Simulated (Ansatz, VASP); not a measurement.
# Al3SiPd2 in VASP and in Ansatz

```xyz
6
Lattice="4.9231 0.0000 0.0000 0.0000 4.9231 0.0000 0.0000 0.0000 5.1708" Properties=species:S:1:pos:R:3 pbc="T T T"
Al    0.0000    2.4616    2.5854
Al    2.4616    0.0000    2.5854
Al    0.0000    0.0000    0.0000
Si    0.0000    0.0000    2.5854
Pd    2.4616    2.4616    2.5854
Pd    2.4616    2.4616    0.0000
```

Alike in both runs: functional PBE; k mesh 8 × 8 × 8; occupations gaussian, width 0.1 eV; no spin polarisation.

Ansatz relaxed the structure, and its values are those at the end. VASP's run is a single point on that final structure, the one shown.

|  | VASP | Ansatz |
| --- | --- | --- |
| version | VASP 6.6.1 | Ansatz 0.2.0 |
| potentials or method | VASP PAW PBE potentials, release 64 (Al, Si, Pd), cutoff 520 eV | scalar-relativistic, plane waves, PAW |
| valence electrons in the cell | 33 | 49 |

|  | VASP | Ansatz | Ansatz less VASP |
| --- | --- | --- | --- |
| gap on the k mesh at the Fermi level (eV) | none | none | - |
| pressure (GPa) | 0.0 | 0.0 | +0.04 |

A gap of «none» marks a metal or a gap that the smearing closes. VASP's potentials hold 33 valence electrons a cell and Ansatz's 49, so a difference there can come from the potentials and not from the codes.
